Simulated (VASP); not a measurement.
# PbS in VASP: a series of runs, part 2 of 2

VASP 6.6.1. The steps go on from the part before.

## (4) Single point, PBE (atoms moved at random)

Input file INCAR:

```
  PREC = Accurate
  ENCUT = 520
  EDIFF = 1E-6
  ISMEAR = -1
  SIGMA = 0.05
  LREAL = F
  LASPH = T
  NELM = 100
  ALGO = Normal
  ISIF = 2
  LWAVE = F
  LCHARG = T
  GGA = PE
  LELF = T
  LVHAR = T
  NBANDS = 28
```

Input file KPOINTS:

```
regular mesh
0
Gamma
  8 8 4
```

Input file POSCAR:

```
PbS
1.0
    2.0569418400     -3.5658292650      0.0000000000
    2.0569418400      3.5658292650      0.0000000000
    0.0000000000      0.0000000000      7.5599447400
Pb S
2 2
Direct
    1.0054410000      0.0041410000      0.0149500000
    0.0013500000      0.9947420000      0.5193720000
    0.3244160000      0.6520720000      0.7980360000
    0.6613770000      0.3233880000      0.3100760000
```

Potentials or basis: VASP PAW PBE potentials, release 64 (Pb_d, S).

Launch:

```bash
$ cat potpaw_PBE.64/Pb_d/POTCAR potpaw_PBE.64/S/POTCAR > POTCAR
$ mpirun -np 1 vasp_std > vasp.out
```

OUTCAR:

```text
PREC = Accurate
   ENCUT = 520
   EDIFF = 1E-6
   ISMEAR = -1
   LREAL = F
   LASPH = T
   NELM = 100
   ISIF = 2
   GGA = PE

 ion  position               nearest neighbor table
   1  0.005  0.004  0.015-   3 2.83   3 2.90   3 2.93   4 3.23   4 3.25   4 3.30   2 3.75   2 3.81

   2  0.001  0.995  0.519-   4 2.83   4 2.86   4 2.87   3 3.15   3 3.17   3 3.20   1 3.75   1 3.81

   3  0.324  0.652  0.798-   1 2.83   1 2.90   1 2.93   2 3.15   2 3.17   2 3.20
   4  0.661  0.323  0.310-   2 2.83   2 2.86   2 2.87   1 3.23   1 3.25   1 3.30

  LATTYP: Found a base centered orthorhombic cell.
 ALAT       =     4.1138836800
 B/A-ratio  =     1.7335586236
 C/A-ratio  =     1.8376661394

  Lattice vectors:

 A1 = (   2.0569418400,  -3.5658292650,   0.0000000000)
 A2 = (   2.0569418400,   3.5658292650,   0.0000000000)
 A3 = (   0.0000000000,   0.0000000000,   7.5599447400)

Analysis of symmetry for initial positions (statically):
=====================================================================
 Subroutine PRICEL returns:
 Original cell was already a primitive cell.

 Routine SETGRP: Setting up the symmetry group for a
 base centered orthorhombic supercell.

 Subroutine GETGRP returns: Found  1 space group operations
 (whereof  1 operations were pure point group operations)
 out of a pool of  8 trial point group operations.

The static configuration has the point symmetry C_1 .

Analysis of symmetry for dynamics (positions and initial velocities):
=====================================================================
 Subroutine PRICEL returns:
 Original cell was already a primitive cell.

 Routine SETGRP: Setting up the symmetry group for a
 base centered orthorhombic supercell.

 Subroutine GETGRP returns: Found  1 space group operations
 (whereof  1 operations were pure point group operations)
 out of a pool of  8 trial point group operations.

[... 109 lines left out ...]
   NFREE  =      0    steps in history (QN), initial steepest desc. (CG)
   ISIF   =      2    stress and relaxation
   ISYM   =      2    0-nonsym 1-usesym 2-fastsym
   POTIM  = 0.5000    time-step for ionic-motion
   TEBEG  =    0.0;   TEEND  =   0.0 temperature during run
   PSTRESS=    0.0 pullay stress
   NELECT =      40.0000    total number of electrons
   NUPDOWN=      -1.0000    fix difference up-down
   EMIN   =  10.00;   EMAX   =-10.00  energy-range for DOS
   EFERMI =   0.00;   METHOD = LEGACY
   ISMEAR =    -1;   SIGMA  =   0.05  broadening in eV -4-tet -1-fermi 0-gaus
   EFERMI_NEDOS =   21; number of points for ismear=-14 and -15
   IALGO  =     38    algorithm
   IMIX   =      4    mixing-type and parameters
     AMIX     =   0.40;   BMIX     =  1.00
     AMIX_MAG =   1.60;   BMIX_MAG =  1.00
  volume/ion in A,a.u.               =      27.72       187.10
  Fermi-wavevector in a.u.,A,eV,Ry     =   1.165336  2.202165 18.476815  1.358008
  Thomas-Fermi vector in A             =   2.301863
   LORBIT       =      0    0 simple, 1 ext, 2 COOP (PROOUT), +10 PAW based schemes
   GGA     = PE    functional components
[... 5 lines left out ...]
 non-spin polarized calculation
  energy-cutoff  :      520.00
  volume of cell :      110.90
 maximum number of plane-waves:      3040
   NGX = 15   NGY = 15   NGZ = 29

 number of electron      40.0000002 magnetization

 Free energy of the ion-electron system (eV)
  ---------------------------------------------------
  ext. energy  EPLUGINS =         0.00000000
  ---------------------------------------------------
  free energy    TOTEN  =       -17.29788708 eV

  energy without entropy =      -17.29778618  energy(sigma->0) =      -17.29783663

 E-fermi :   5.3322     XC(G=0):  -9.3667

 val. band max:        5.0876067560   @ k =   0.0000   0.0000   0.0000
 cond. band min:       5.5802236541   @ k =   0.5000   0.5000   0.0000
 fundamental gap:      0.4926168980
 Fermi energy:         5.3321850453

 k-point     1 :       0.0000    0.0000    0.0000
  band No.  band energies     occupation
      1     -11.8051      2.00000
      2     -11.7972      2.00000
      3     -11.7956      2.00000
      4     -11.7462      2.00000
      5     -11.7452      2.00000
      6     -11.6381      2.00000
[... 733 lines left out ...]
     27      11.7216      0.00000
     28      13.1876      0.00000

 [... further k-points ...]
[... 5 lines left out ...]
  --------------------------------------------------------------------------------------
  -------------------------------------------------------------------------------------
  Total        0.5024098      0.3972966      0.0576364      0.0763471     -0.0250001     -0.2206599
  in kB        7.2583438      5.7397672      0.8326763      1.1029916     -0.3611775     -3.1878857
  external PRESSURE =       4.6102624 kB  Pullay stress =       0.0000000 kB

 VOLUME and BASIS-vectors are now :
 -----------------------------------------------------------------------------
  energy-cutoff  :      520.00
  volume of cell :      110.90
      direct lattice vectors                 reciprocal lattice vectors
     2.056941840 -3.565829265  0.000000000     0.243079308 -0.140219837  0.000000000
     2.056941840  3.565829265  0.000000000     0.243079308  0.140219837  0.000000000
     0.000000000  0.000000000  7.559944740     0.000000000  0.000000000  0.132276099

 POSITION                                       TOTAL-FORCE (eV/Angst)
 -----------------------------------------------------------------------------------
      0.01971     -0.00464      0.11302        -0.091623     -0.025465      0.026663
      2.04890      3.54227      3.92642        -0.046583      0.010738     -0.072429
      2.00858      1.16837      6.03311         0.117161      0.033732      0.265575
      2.02560     -1.20521      2.34416         0.021045     -0.019005     -0.219808
 -----------------------------------------------------------------------------------
    total drift:                               -0.000158     -0.000248      0.001073

  FREE ENERGIE OF THE ION-ELECTRON SYSTEM (eV)
  ---------------------------------------------------
  free  energy   TOTEN  =       -17.2978870796 eV

  energy  without entropy=      -17.2977861814  energy(sigma->0) =      -17.29783663
```

OSZICAR:

```text
N       E                     dE             d eps       ncg     rms          rms(c)
DAV:   1     0.416872273543E+03    0.41687E+03   -0.18535E+04  7400   0.151E+03
DAV:   2     0.300382843844E+02   -0.38683E+03   -0.37511E+03  7464   0.402E+02
DAV:   3    -0.160637974234E+02   -0.46102E+02   -0.44810E+02  9672   0.155E+02
DAV:   4    -0.182776937884E+02   -0.22139E+01   -0.22047E+01  8828   0.353E+01
DAV:   5    -0.183703648948E+02   -0.92671E-01   -0.92661E-01 10064   0.754E+00    0.638E+00
DAV:   6    -0.172795303336E+02    0.10908E+01   -0.27921E+00 10376   0.108E+01    0.407E+00
DAV:   7    -0.172931463049E+02   -0.13616E-01   -0.44135E-01  8224   0.294E+00    0.268E+00
DAV:   8    -0.173044735638E+02   -0.11327E-01   -0.81964E-02  9536   0.251E+00    0.120E+00
DAV:   9    -0.172973150967E+02    0.71585E-02   -0.21657E-02 10248   0.123E+00    0.207E-01
DAV:  10    -0.172977445133E+02   -0.42942E-03   -0.19504E-03  8996   0.203E-01    0.586E-02
DAV:  11    -0.172978846225E+02   -0.14011E-03   -0.18869E-04  8004   0.804E-02    0.228E-02
DAV:  12    -0.172978866498E+02   -0.20274E-05   -0.21107E-05  9160   0.303E-02    0.186E-02
DAV:  13    -0.172978870796E+02   -0.42973E-06   -0.80587E-06  7788   0.232E-02
   1 F= -.17297887E+02 E0= -.17297837E+02  d E =-.100898E-03
```

It took 7.8 min on 1 thread of AMD EPYC 7R13, shared host; peak memory 0.43 GiB.

What came out:

| Property | Result |
| --- | --- |
| Free energy | -17.2979 eV |
| Pressure | 0.5 GPa |
| Largest force | 0.292 eV/Å |
| Band gap on the k mesh | 0.49 eV, indirect (least direct gap 0.94 eV) |

Forces in eV/Å, atoms in the order of the input:
```
Pb  -0.092 -0.025  0.027
Pb  -0.047  0.011 -0.072
S    0.117  0.034  0.266
S    0.021 -0.019 -0.220
```

Stress tensor (GPa, compression positive):
```
 0.73  0.11 -0.32
 0.11  0.57 -0.04
-0.32 -0.04  0.08
```

Caveat: the cell differs from its parent crystal (atoms moved at random); spin-orbit coupling is left out, which moves the levels of the heavy elements.

## (5) Overview

| cell | gap on the mesh (eV) | pressure (GPa) | largest force (eV/Å) |
| --- | --- | --- | --- |
| a = 4.171, b = 4.171, c = 7.659 Å, angles 90.0, 90.0, 120.0°, 4 atoms | 0.69 | -1.0 | 0.07 |
| a = 4.197, b = 4.197, c = 7.708 Å, angles 90.0, 90.0, 120.0°, 4 atoms | 0.73 | -1.8 | 0.13 |
| a = 4.117, b = 4.117, c = 7.560 Å, angles 90.0, 90.0, 120.0°, 4 atoms | 0.49 | 0.5 | 0.29 |

Alike in all rows: task single point; level PBE; potentials or basis VASP PAW PBE potentials, release 64 (Pb_d, S); no spin polarisation; k mesh 8 × 8 × 4; cutoff (eV) 520; smearing fermi-dirac 0.05 eV.

Caveats: spin-orbit coupling is left out, which moves the levels of the heavy elements.

Absolute energies hang on the potentials; compare differences alone.
